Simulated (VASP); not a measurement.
Al2O3:

```
CELL_PARAMETERS angstrom
2.40251 1.38709 4.37208
-2.40251 1.38709 4.37208
0.00000 -2.77418 4.37208
ATOMIC_POSITIONS crystal
Al 0.14790 0.14790 0.14790
Al 0.35210 0.35210 0.35210
Al 0.64790 0.64790 0.64790
Al 0.85210 0.85210 0.85210
O 0.94385 0.55615 0.25000
O 0.44385 0.75000 0.05615
O 0.55615 0.25000 0.94385
O 0.25000 0.94385 0.55615
O 0.75000 0.05615 0.44385
O 0.05615 0.44385 0.75000
```

* Program: VASP 6.6.1
* Task: relaxation of cell and atoms
* Functional: r2SCAN
* Potentials or basis: VASP PAW PBE potentials, release 64 (Al, O)
* Cutoff: 600 eV
* k mesh: 6 × 6 × 6
* Occupations: gaussian, width 0.1 eV
* Spin: no spin polarisation

At the start: pressure -7.8 GPa; volume 8.74 Å³/atom.

Question: How do energy, volume and symmetry change on relaxing?

Answer: Over 5 steps the energy falls by 7.0 meV/atom and the volume is 8.47 Å³/atom (-3.1 %); space group R-3c (No. 167, to 0.1 Å) before and after.

The path:
| step | energy change (eV) | largest force (eV/Å) | pressure (GPa) | volume (Å³) |
| --- | --- | --- | --- | --- |
| 1 | 0.0000 | 0.0383 | -7.76 | 87.42 |
| 2 | -0.0065 | 0.0861 | 8.33 | 82.17 |
| 3 | -0.0694 | 0.0442 | 0.08 | 84.67 |
| 4 | -0.0693 | 0.0441 | -0.12 | 84.72 |
| 5 | -0.0696 | 0.0069 | -0.11 | 84.71 |

Final structure:
```cif
data_structure
_symmetry_space_group_name_H-M 'P 1'
_symmetry_Int_Tables_number 1
_cell_length_a 5.1231
_cell_length_b 5.1231
_cell_length_c 5.1231
_cell_angle_alpha 55.306
_cell_angle_beta 55.306
_cell_angle_gamma 55.306
_cell_volume 84.71
loop_
_atom_site_label
_atom_site_type_symbol
_atom_site_fract_x
_atom_site_fract_y
_atom_site_fract_z
_atom_site_occupancy
Al1 Al 0.14812 0.14812 0.14812 1
Al2 Al 0.35188 0.35188 0.35188 1
Al3 Al 0.64812 0.64812 0.64812 1
Al4 Al 0.85188 0.85188 0.85188 1
O1 O 0.94375 0.55625 0.25000 1
O2 O 0.44375 0.75000 0.05625 1
O3 O 0.55625 0.25000 0.94375 1
O4 O 0.25000 0.94375 0.55625 1
O5 O 0.75000 0.05625 0.44375 1
O6 O 0.05625 0.44375 0.75000 1
```

Caveat: the PAW data sets were made with another functional, which shifts forces and pressure a little.
